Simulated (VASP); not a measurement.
Wanted: the native input for a VASP 6.6.1 run.

| Quantity | Value |
| --- | --- |
| Task | single point |
| Functional | BLYP |
| Dispersion | D4 |
| Potentials or basis | VASP PAW PBE potentials, release 64 (Hf_pv, O) |
| Cutoff | 520 eV |
| k mesh | 8 × 8 × 5 |
| Occupations | fermi-dirac, width 0.05 eV |
| Spin | no spin polarisation |
| Dipole correction | no |
| Further INCAR settings | ALGO = Normal; EDIFF = 1e-07; NBANDS = 31 |

The structure of HfO2 lies in POSCAR:

```
HfO2
1.0
    3.6058528239      0.0000000000      0.0000000000
    0.0000000000      3.6058528239      0.0000000000
    0.0000000000      0.0000000000      5.2772398843
Hf O
2 4
Direct
    0.0000000000      0.0000000000      0.0000000000
    0.5000000000      0.5000000000      0.5000000000
    0.0000000000      0.5000000000      0.1916305294
    0.5000000000      0.0000000000      0.3083694706
    0.5000000000      0.0000000000      0.8083694706
    0.0000000000      0.5000000000      0.6916305294
```

One way to write it, as run:

INCAR

```
PREC     = Accurate       # precision mode
ENCUT    = 520            # plane-wave cutoff, eV
EDIFF    = 1E-7           # SCF threshold, eV
ISMEAR   = -1             # smearing method
SIGMA    = 0.05           # smearing width, eV
LREAL    = F              # projectors in reciprocal space
LASPH    = T              # aspherical terms in the spheres
NELM     = 100            # most SCF steps
ALGO     = Normal         # electronic algorithm
ISIF     = 2              # what is computed and relaxed
LWAVE    = F              # write WAVECAR
LCHARG   = F              # write CHGCAR
GGA      = B5             # functional
ALDAX    = 1.0          
AGGAX    = 1.0          
AGGAC    = 1.0          
ALDAC    = 0.0          
IVDW     = 13             # dispersion correction
VDW_S6   = 1.0          
VDW_S8   = 2.34076671   
VDW_A1   = 0.44488865   
VDW_A2   = 4.0933009    
NBANDS   = 31             # bands
```

KPOINTS

```
Automatic mesh
0
Gamma
  8 8 5
```

Potentials or basis: VASP PAW PBE potentials, release 64 (Hf_pv, O).

Run with:

```bash
$ cat potpaw_PBE.64/Hf_pv/POTCAR potpaw_PBE.64/O/POTCAR > POTCAR
$ mpirun -np 1 vasp_std > vasp.out
```

It gave:

```
Pressure                   : -2.4 GPa
Largest force              : 0.033 eV/Å
Band gap on the k mesh     : 4.69 eV (least direct gap 4.75 eV)
Dispersion energy per atom : -0.347 eV
```

Caveat: the PAW data sets were made with another functional, which shifts forces and pressure a little; spin-orbit coupling is left out, which moves the levels of the heavy elements.

It took 3.4 min on 1 thread of Intel Xeon 8259CL, on a shared host, peak memory 0.23 GiB.
